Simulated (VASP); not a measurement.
## AlP (v.bA): single point with PBE

The system is AlP (v.bA).

```
Al P
1.0
     0.00000    2.75348    2.75348
     2.75348    0.00000    2.75348
     2.75348    2.75348    0.00000
Al P
1 1
Direct
  0.00000 0.00000 0.00000
  0.25000 0.25000 0.25000
```

```yaml
Program: VASP 6.6.1
Task: single point
Functional: PBE
Potentials_or_basis: VASP PAW PBE potentials, release 64 (Al, P)
Cutoff: 500 eV
k_mesh: 8 × 8 × 8
Occupations: gaussian, width 0.02 eV
Spin: no spin polarisation
Dipole_correction: no
Further_INCAR_settings: ALGO = Normal; EDIFF = 1e-06; NBANDS = 11
```

```json
{"Pressure": "-0.1 GPa", "Band gap on the k mesh": "1.63 eV, indirect (least direct gap 3.09 eV)"}
```

Levels at points of the mesh, in eV from the valence-band top:
```tsv
k point	band 1	band 2	band 3	band 4	band 5	band 6	band 7	band 8	band 9
(0.00, 0.00, 0.00)	-11.36	0.00	0.00	0.00	3.09	4.53	4.53	4.53	8.81
(0.50, 0.00, 0.00)	-9.74	-5.41	-0.75	-0.75	2.72	4.81	4.81	8.20	11.45
(0.50, 0.50, 0.00)	-9.11	-5.22	-2.05	-2.05	1.63	2.47	10.85	10.85	11.78
```

Run time: 5.4 s on 1 thread of Intel(R) Xeon(R) 6975P-C (Granite Rapids), on a shared host, peak memory 0.15 GiB.

A k mesh can miss the band edges. PBE gaps usually lie below the measured ones, often by a third to a half.
